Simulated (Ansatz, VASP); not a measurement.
**HgTe: VASP beside Ansatz**

INCAR

```
PREC = Accurate
ENCUT = 600
EDIFF = 1E-6
ISMEAR = 0
SIGMA = 0.1
LREAL = False
LASPH = True
NELM = 60
ALGO = Normal
ISIF = 3
LWAVE = False
LCHARG = False
GGA = PE
IVDW = 12
IBRION = 2
NSW = 90
EDIFFG = -0.04
```

KPOINTS

```
regular mesh
0
Gamma
  4 4 4
```

The input POSCAR:

```
HgTe
1.0
    4.1972985000      0.0000000000      0.0000000000
    0.0000000000      4.1972985000      0.0000000000
    0.0000000000      0.0000000000      6.2856037800
Hg Te
2 2
Direct
    0.0000000000      0.0000000000      0.0000000000
    0.5000000000      0.5000000000      0.0000000000
    0.0000000000      0.5000000000      0.2279497600
    0.5000000000      0.0000000000      0.7720502400
```

Input for Ansatz:

```yaml
crystal:
  lattice:
    - [4.1972985, 0.0, 0.0]
    - [0.0, 4.1972985, 0.0]
    - [0.0, 0.0, 6.28560378]
  atoms:
    - { symbol: Hg, position: [0.0, 0.0, 0.0] }
    - { symbol: Hg, position: [0.5, 0.5, 0.0] }
    - { symbol: Te, position: [0.0, 0.5, 0.22794976] }
    - { symbol: Te, position: [0.5, 0.0, 0.77205024] }
basis:
  ecutwfc: 420
kpoints:
  mp_grid: { grid: [4, 4, 4] }
hamiltonian:
  xc: pbe
  dispersion: d3bj
scf:
  occupations: { method: gaussian, width: 0.1 }
  lower_state_search: "off"
output:
  forces: true
  stress: true
  eigenvalues: true
relax:
  adjacent_minimum: "off"
  f_tol: 0.04
  max_steps: 70
  cell: { stress_tol: 0.4 }
```

Alike in both runs: task relaxation of cell and atoms; functional PBE; dispersion D3(BJ); k mesh 4 × 4 × 4; occupations gaussian, width 0.1 eV; no spin polarisation.

```csv
,VASP,Ansatz
version,VASP 6.6.1,Ansatz 0.2.0
potentials or method,"VASP PAW PBE potentials, release 64 (Hg, Te), cutoff 600 eV","scalar-relativistic, plane waves, PAW"
valence electrons in the cell,36,72
```

Ansatz gave:

* gap on the k mesh at the Fermi level, each at its own relaxed structure (eV): none
* relaxed volume (Å³/atom): 28.63
* relaxed cell length with the largest relative difference (Å): 4.905

**Question.** Which values does VASP return?

**Answer.** gap on the k mesh at the Fermi level, each at its own relaxed structure (eV): none; relaxed volume (Å³/atom): 28.89; relaxed cell length with the largest relative difference (Å): 5.038.

A gap of «none» marks a metal or a gap that the smearing closes. VASP's potentials hold 36 valence electrons a cell and Ansatz's 72, so a difference there can come from the potentials and not from the codes.

The k mesh is coarse, so the values compare programs but aren't converged. Neither program's run includes spin-orbit coupling.
